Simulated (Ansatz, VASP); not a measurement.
# K2S in VASP and in Ansatz

The input INCAR:

```
SYSTEM = K2S
PREC     = Accurate       ! precision mode
ENCUT    = 500            ! plane-wave cutoff, eV
EDIFF    = 1E-7           ! SCF threshold, eV
ISMEAR   = -1             ! smearing method
SIGMA    = 0.1            ! smearing width, eV
LREAL    = .FALSE.        ! projectors in reciprocal space
LASPH    = .TRUE.         ! aspherical terms in the spheres
NELM     = 120            ! most SCF steps
ALGO     = Normal         ! electronic algorithm
ISIF     = 3              ! what is computed and relaxed
LWAVE    = .FALSE.        ! write WAVECAR
LCHARG   = .FALSE.        ! write CHGCAR
GGA      = PS             ! functional
IBRION   = 2              ! ionic algorithm
NSW      = 100            ! ionic steps
EDIFFG   = -0.002         ! ionic threshold
GGA_COMPAT= .FALSE.      
NELMIN   = 4
```

The input KPOINTS:

```
Automatic mesh
0
G
  10 10 10
  0 0 0
```

The input POSCAR:

```
K2S
1.0
    3.6955000000      3.6955000000      0.0000000000
   -3.6955000000      3.6955000000      0.0000000000
    0.0000000000      3.6955000000      3.6955000000
K S
2 1
Direct
    0.2500000000      0.7500000000      0.5000000000
    0.7500000000      0.2500000000      0.5000000000
    0.0000000000      0.0000000000      0.0000000000
```

Input for Ansatz:

```yaml
crystal:
  lattice:
    - [3.6955, 3.6955, 0.0]
    - [-3.6955, 3.6955, 0.0]
    - [0.0, 3.6955, 3.6955]
  atoms:
    - { symbol: K, position: [0.25, 0.75, 0.5] }
    - { symbol: K, position: [0.75, 0.25, 0.5] }
    - { symbol: S, position: [0.0, 0.0, 0.0] }
kpoints:
  mp_grid: { grid: [10, 10, 10] }
scf:
  occupations: { method: fermi_dirac, width: 0.1 }
hamiltonian:
  xc: pbesol
  pseudopotentials: { kind: paw }
relax:
  f_tol: 0.002
  max_steps: 80
  cell: {}
output:
  forces: true
  stress: true
```

Alike in both runs: task relaxation of cell and atoms; functional PBEsol; k mesh 10 × 10 × 10; occupations fermi-dirac, width 0.1 eV; no spin polarisation.

```csv
,VASP,Ansatz
version,VASP 6.6.1,Ansatz 0.2.0
potentials or method,"VASP PAW PBE potentials, release 64 (K_sv, S)","PAW with Ansatz's default frozen-core files, scalar-relativistic"
plane-wave cutoff (eV),500,420
valence electrons in the cell,24,24
```

Ansatz gave:

- relaxed volume (Å³/atom): 32.90
- relaxed length of the cell vector where the two differ most in proportion (Å): 5.187

Question: What did VASP give for the same quantities?

Answer: Relaxed volume (Å³/atom): 32.99; relaxed length of the cell vector where the two differ most in proportion (Å): 5.192.

VASP's potentials were made for PBE, not for PBEsol.
